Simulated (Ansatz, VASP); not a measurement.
# One calculation of BaP, two programs

```
Ba P
1.0
     5.60125    0.00000    0.00000
    -2.80063    4.85083    0.00000
     0.00000    0.00000    6.14624
Ba P
2 2
Direct
  0.33333 0.66667 0.00000
  0.66667 0.33333 0.00000
  0.33333 0.66667 0.50000
  0.66667 0.33333 0.50000
```

Alike in both runs: functional PBE; k mesh 6 × 6 × 4; occupations gaussian, width 0.1 eV; no spin polarisation.

Ansatz relaxed the structure, and its values are those at the end. VASP's run is a single point on that final structure, the one shown.

|  | VASP | Ansatz |
| --- | --- | --- |
| version | VASP 6.6.1 | Ansatz 0.2.0 |
| potentials or method | VASP PAW PBE potentials, release 64 (Ba_sv, P), cutoff 520 eV | scalar-relativistic, plane waves, PAW |
| valence electrons in the cell | 30 | 30 |

|  | VASP | Ansatz | Ansatz less VASP |
| --- | --- | --- | --- |
| gap on the k mesh at the Fermi level (eV) | none | none | - |
| pressure (GPa) | 0.6 | 0.0 | -0.54 |

A gap of «none» marks a metal or a gap that the smearing closes. With one functional, cell and mesh, what is left measures potentials, basis and numerics.

Neither program's run includes spin-orbit coupling.
